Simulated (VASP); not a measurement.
# MgO (I4/mmm) in VASP: single point with r2SCAN

Aim: the single point of MgO with r2SCAN.

Program: VASP 6.6.1. These are calculated values, not measurements. Logs are shortened: lines on timing, memory, paths and dates and some standing lists are left out, and cuts for length are marked.

## Step 1: The cell of the first run

The structure is tetragonal, space group I4/mmm (No. 139). The conventional cell has a = 2.973 Å, b = 2.973 Å, c = 4.036 Å, α = 90.00°, β = 90.00°, γ = 90.00°. Mg (site symmetry 4/mmm) has 6 O at 2.02 to 2.10 Å within 2.7 Å. O (site symmetry 4/mmm) has 6 Mg at 2.02 to 2.10 Å within 2.7 Å.

## Step 2: Single point, r2SCAN (uniaxial z strain -4.0%)

Contents of POSCAR:

```
MgO
1.0
    0.0000000000      2.1021674155      2.0180807188
    2.1021674155      0.0000000000      2.0180807188
    2.1021674155      2.1021674155      0.0000000000
Mg O
1 1
Direct
    0.0000000000      0.0000000000      0.0000000000
    0.5000000000      0.5000000000      0.5000000000
```

Contents of INCAR.step1:

```
SYSTEM = MgO
PREC = Accurate
ENCUT = 920
ISMEAR = 0
SIGMA = 0.01
LREAL = .False.
LASPH = .True.
NELM = 120
NBANDS = 15
GGA = PE
ALGO = Normal
EDIFF = 1E-5
LWAVE = .True.
LCHARG = .False.
GGA_COMPAT = .False.
```

Contents of INCAR.step2:

```
SYSTEM = MgO
PREC = Accurate
ENCUT = 920
EDIFF = 1E-6
ISMEAR = 0
SIGMA = 0.01
LREAL = .False.
LASPH = .True.
NELM = 120
ALGO = Normal
ISIF = 2
LWAVE = .False.
LCHARG = .True.
METAGGA = R2SCAN
LMIXTAU = .True.
LELF = .True.
LVHAR = .True.
NBANDS = 15
ISTART = 1
GGA_COMPAT = .False.
```

Contents of KPOINTS:

```
Automatic mesh
0
Gamma
  10 10 10
  0 0 0
```

Potentials or basis: VASP PAW PBE potentials, release 64 (Mg_sv, O).

Launch:

```console
$ cat potpaw_PBE.64/Mg_sv/POTCAR potpaw_PBE.64/O/POTCAR > POTCAR
$ cp INCAR.step1 INCAR
$ mpirun -np 1 vasp_std > vasp.out
$ cp INCAR.step2 INCAR
$ mpirun -np 1 vasp_std > vasp.out
```

OUTCAR:

```text
SYSTEM = MgO
   PREC = Accurate
   ENCUT = 920
   EDIFF = 1E-6
   ISMEAR = 0
   LREAL = .False.
   LASPH = .True.
   NELM = 120
   ISIF = 2
   METAGGA = R2SCAN
   ISTART = 1

 ion  position               nearest neighbor table
   1  0.000  0.000  0.000-   2 2.02   2 2.02   2 2.10   2 2.10   2 2.10   2 2.10
   2  0.500  0.500  0.500-   1 2.02   1 2.02   1 2.10   1 2.10   1 2.10   1 2.10

  LATTYP: Found a body centered tetragonal cell.
 ALAT       =     2.9729136694
 C/A-ratio  =     1.3576450198

  Lattice vectors:

 A1 = (   0.0000000000,  -2.1021674155,  -2.0180807188)
 A2 = (   0.0000000000,   2.1021674155,  -2.0180807188)
 A3 = (   2.1021674155,   0.0000000000,   2.0180807188)

Analysis of symmetry for initial positions (statically):
=====================================================================
 Subroutine PRICEL returns:
 Original cell was already a primitive cell.

 Routine SETGRP: Setting up the symmetry group for a
 body centered tetragonal supercell.

 Subroutine GETGRP returns: Found 16 space group operations
 (whereof 16 operations were pure point group operations)
 out of a pool of 16 trial point group operations.

The static configuration has the point symmetry D_4h.

Analysis of symmetry for dynamics (positions and initial velocities):
=====================================================================
 Subroutine PRICEL returns:
 Original cell was already a primitive cell.

 Routine SETGRP: Setting up the symmetry group for a
 body centered tetragonal supercell.

 Subroutine GETGRP returns: Found 16 space group operations
 (whereof 16 operations were pure point group operations)
 out of a pool of 16 trial point group operations.

The dynamic configuration has the point symmetry D_4h.

 Subroutine INISYM returns: Found 16 space group operations
 (whereof 16 operations are pure point group operations),
 and found     1 'primitive' translations

----------------------------------------------------------------------------------------

                                     Primitive cell

  volume of cell :      17.8362

  direct lattice vectors                    reciprocal lattice vectors
     0.000000000  2.102167415  2.018080719    -0.237849753  0.237849753  0.247760159
     2.102167415  0.000000000  2.018080719     0.237849753 -0.237849753  0.247760159
     2.102167415  2.102167415  0.000000000     0.237849753  0.237849753 -0.247760159

  length of vectors
     2.914062050  2.914062050  2.972913669     0.417768005  0.417768005  0.417768005

[... 92 lines left out ...]
   NUPDOWN=      -1.0000    fix difference up-down
   EMIN   =  10.00;   EMAX   =-10.00  energy-range for DOS
   EFERMI =   0.00;   METHOD = LEGACY
   ISMEAR =     0;   SIGMA  =   0.01  broadening in eV -4-tet -1-fermi 0-gaus
   EFERMI_NEDOS =   21; number of points for ismear=-14 and -15
   IALGO  =     38    algorithm
   IMIX   =      4    mixing-type and parameters
     AMIX     =   0.40;   BMIX     =  1.00
     AMIX_MAG =   1.60;   BMIX_MAG =  1.00
  volume/ion in A,a.u.               =       8.92        60.18
  Fermi-wavevector in a.u.,A,eV,Ry     =   1.578873  2.983637 33.917134  2.492839
  Thomas-Fermi vector in A             =   2.679338
   LORBIT       =      0    0 simple, 1 ext, 2 COOP (PROOUT), +10 PAW based schemes
   METAGGA = R2SCAN    functional components
   LHFCALC =     F    Hartree Fock is set to
   AEXX    =    0.0000 exact exchange contribution
   IVDW    =     0    specifies the selected vdW correction
   LEPSILON=     F    determine dielectric tensor
   LRPA    =     F    only Hartree local field effects (RPA)
 non-spin polarized calculation
 Gauss-broadening in eV      SIGMA  =   0.01
  energy-cutoff  :      920.00
  volume of cell :       17.84
 maximum number of plane-waves:      1154
 NGX is ok and might be reduce to    30
   NGX = 15   NGY = 15   NGZ = 15

 number of electron      16.0000004 magnetization

 Free energy of the ion-electron system (eV)
  ---------------------------------------------------
  ext. energy  EPLUGINS =         0.00000000
  ---------------------------------------------------
  free energy    TOTEN  =       -16.11605379 eV

  energy without entropy =      -16.11605379  energy(sigma->0) =      -16.11605379

 E-fermi :   2.9803     XC(G=0): -12.2977

 val. band max:        2.8637142806   @ k =   0.0000   0.0000   0.0000
 cond. band min:       8.9457341902   @ k =   0.0000   0.0000   0.0000
 fundamental gap:      6.0820199095
 Fermi energy:         2.9802804279

 k-point     1 :       0.0000    0.0000    0.0000
  band No.  band energies     occupation
      1     -71.9555      2.00000
      2     -37.0462      2.00000
      3     -37.0462      2.00000
      4     -37.0216      2.00000
      5     -15.5951      2.00000
      6       2.7752      2.00000
      7       2.8637      2.00000
      8       2.8637      2.00000
      9       8.9457      0.00000
     10      19.8448      0.00000
     11      19.8448      0.00000
     12      20.2915      0.00000
     13      24.2405      0.00000
     14      25.3893      0.00000
[... 401 lines left out ...]
      2     -37.0995      2.00000
      3     -37.0751      2.00000
      4     -37.0728      2.00000
      5     -14.2132      2.00000
      6      -0.8520      2.00000
      7       1.3894      2.00000
      8       1.5810      2.00000
      9      13.6399      0.00000
     10      14.1812      0.00000
     11      18.6442      0.00000
     12      22.7206      0.00000
     13      23.0242      0.00000
     14      29.4349      0.00000
     15      32.9034      0.00000

 [... further k-points ...]

------------------------ aborting loop because EDIFF is reached ----------------------------------------

  FORCE on cell =-STRESS in cart. coord.  units (eV):
  Direction    XX          YY          ZZ          XY          YZ          ZX
  --------------------------------------------------------------------------------------
  -------------------------------------------------------------------------------------
  Total        0.4952374      0.4952374      1.8533584      0.0000000     -0.0000000     -0.0000000
  in kB       44.4857488     44.4857488    166.4818379      0.0000000     -0.0000000     -0.0000000
  external PRESSURE =      85.1511118 kB  Pullay stress =       0.0000000 kB

 VOLUME and BASIS-vectors are now :
 -----------------------------------------------------------------------------
  energy-cutoff  :      920.00
  volume of cell :       17.84
      direct lattice vectors                 reciprocal lattice vectors
     0.000000000  2.102167415  2.018080719    -0.237849753  0.237849753  0.247760159
     2.102167415  0.000000000  2.018080719     0.237849753 -0.237849753  0.247760159
     2.102167415  2.102167415  0.000000000     0.237849753  0.237849753 -0.247760159

 POSITION                                       TOTAL-FORCE (eV/Angst)
 -----------------------------------------------------------------------------------
      0.00000      0.00000      0.00000         0.000000      0.000000      0.000000
      2.10217      2.10217      2.01808         0.000000      0.000000     -0.000000
 -----------------------------------------------------------------------------------
    total drift:                                0.000000      0.000000      0.000000

  FREE ENERGIE OF THE ION-ELECTRON SYSTEM (eV)
  ---------------------------------------------------
  free  energy   TOTEN  =       -16.1160537898 eV

  energy  without entropy=      -16.1160537898  energy(sigma->0) =      -16.11605379
```

OUTCAR.step1:

```text
SYSTEM = MgO
   PREC = Accurate
   ENCUT = 920
   ISMEAR = 0
   LREAL = .False.
   LASPH = .True.
[... 655 lines left out ...]
      0.00000      0.00000      0.00000         0.000000     -0.000000      0.000000
      2.10217      2.10217      2.01808        -0.000000      0.000000     -0.000000
 -----------------------------------------------------------------------------------
    total drift:                                0.000000      0.000000      0.000000

  FREE ENERGIE OF THE ION-ELECTRON SYSTEM (eV)
  ---------------------------------------------------
  free  energy   TOTEN  =       -11.8058184479 eV

  energy  without entropy=      -11.8058184479  energy(sigma->0) =      -11.80581845
```

OSZICAR.step1:

```text
N       E                     dE             d eps       ncg     rms          rms(c)
DAV:   1     0.170627066341E+03    0.17063E+03   -0.14415E+04  3060   0.192E+03
DAV:   2    -0.730024031098E+01   -0.17793E+03   -0.16811E+03  3536   0.461E+02
DAV:   3    -0.133448458521E+02   -0.60446E+01   -0.60157E+01  4080   0.808E+01
DAV:   4    -0.134375921428E+02   -0.92746E-01   -0.92735E-01  3418   0.985E+00
DAV:   5    -0.134392575472E+02   -0.16654E-02   -0.16654E-02  4041   0.108E+00    0.863E+00
DAV:   6    -0.118267078670E+02    0.16125E+01   -0.25418E+00  3396   0.150E+01    0.274E+00
DAV:   7    -0.118162628913E+02    0.10445E-01   -0.15530E-01  3655   0.358E+00    0.170E+00
DAV:   8    -0.118071066908E+02    0.91562E-02   -0.38546E-02  3795   0.226E+00    0.364E-01
DAV:   9    -0.118056515005E+02    0.14552E-02   -0.41343E-03  3508   0.616E-01    0.103E-01
DAV:  10    -0.118058271865E+02   -0.17569E-03   -0.29662E-04  3753   0.186E-01    0.461E-02
DAV:  11    -0.118058184479E+02    0.87386E-05   -0.25253E-05  3788   0.476E-02
   1 F= -.11805818E+02 E0= -.11805818E+02  d E =-.232423E-16
```

It took 4.3 min on 1 thread of Intel Xeon 6975P-C (Granite Rapids), shared host; peak memory 0.2 GiB.

Results:

```
Free energy            : -16.1161 eV
Pressure               : 8.5 GPa
Band gap on the k mesh : 6.08 eV
```

Stress tensor (GPa, compression positive):
```
 4.45  0.00  0.00
 0.00  4.45  0.00
 0.00  0.00 16.65
```

Caveat: the cell differs from its parent crystal (uniaxial z strain -4.0%); the stress differs along the axes, from 4 to 17 GPa; the PAW data sets were made with another functional, which shifts forces and pressure a little.
